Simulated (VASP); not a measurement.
Wanted: the native input for a VASP 6.6.1 run.

```
Task                   : single point
Functional             : r2SCAN
Potentials or basis    : VASP PAW PBE potentials, release 64 (Ge_d)
Cutoff                 : 520 eV
k mesh                 : 11 × 11 × 10
Occupations            : fermi-dirac, width 0.05 eV
Spin                   : no spin polarisation
Dipole correction      : no
Further INCAR settings : ALGO = Normal; EDIFF = 1e-06; NBANDS = 13
```

The system is Ge.

```
Ge
1.0
     1.36863   -2.54743    0.00000
     1.36863    2.54743    0.00000
     0.00000    0.00000    2.64315
Ge
1
Cartesian
  1.3686 0.0000 0.0000
```

One way to write it, as run:

POSCAR

```
Ge
1.0
    1.3686277522     -2.5474293491      0.0000000000
    1.3686277522      2.5474293491      0.0000000000
    0.0000000000      0.0000000000      2.6431496057
Ge
1
Direct
    0.5000000000      0.5000000000      0.0000000000
```

INCAR.step1

```
SYSTEM = Ge
PREC     = Accurate       ! precision mode
ENCUT    = 520            ! plane-wave cutoff, eV
ISMEAR   = -1             ! smearing method
SIGMA    = 0.05           ! smearing width, eV
LREAL    = .FALSE.        ! projectors in reciprocal space
LASPH    = .TRUE.         ! aspherical terms in the spheres
NELM     = 60             ! most SCF steps
NBANDS   = 13             ! bands
GGA      = PE             ! functional
ALGO     = Normal         ! electronic algorithm
EDIFF    = 1E-4           ! SCF threshold, eV
LWAVE    = .TRUE.         ! write WAVECAR
LCHARG   = .FALSE.        ! write CHGCAR
```

INCAR.step2

```
SYSTEM = Ge
PREC     = Accurate       ! precision mode
ENCUT    = 520            ! plane-wave cutoff, eV
EDIFF    = 1E-6           ! SCF threshold, eV
ISMEAR   = -1             ! smearing method
SIGMA    = 0.05           ! smearing width, eV
LREAL    = .FALSE.        ! projectors in reciprocal space
LASPH    = .TRUE.         ! aspherical terms in the spheres
NELM     = 60             ! most SCF steps
ALGO     = Normal         ! electronic algorithm
ISIF     = 2              ! what is computed and relaxed
LWAVE    = .FALSE.        ! write WAVECAR
LCHARG   = .FALSE.        ! write CHGCAR
METAGGA  = R2SCAN         ! meta-GGA
LMIXTAU  = .TRUE.       
NBANDS   = 13             ! bands
ISTART   = 1
```

KPOINTS

```
regular mesh
0
G
  11 11 10
  0 0 0
```

Potentials or basis: VASP PAW PBE potentials, release 64 (Ge_d).

Launch:

```bash
$ cat potpaw_PBE.64/Ge_d/POTCAR > POTCAR
$ cp INCAR.step1 INCAR
$ mpirun -np 1 vasp_std > vasp.out
$ cp INCAR.step2 INCAR
$ mpirun -np 1 vasp_std > vasp.out
```

It gave:

The pressure is 1.0 GPa and the band gap on the k mesh is zero (band 7 reaches 14.12 eV, above the bottom of band 8 at 4.03 eV).

Caveat: the PAW data sets were made with another functional, which shifts forces and pressure a little.

Run time: 44 s on 1 thread of Intel(R) Xeon(R) 6975P-C (Granite Rapids), with other jobs on the host, peak memory 0.17 GiB.
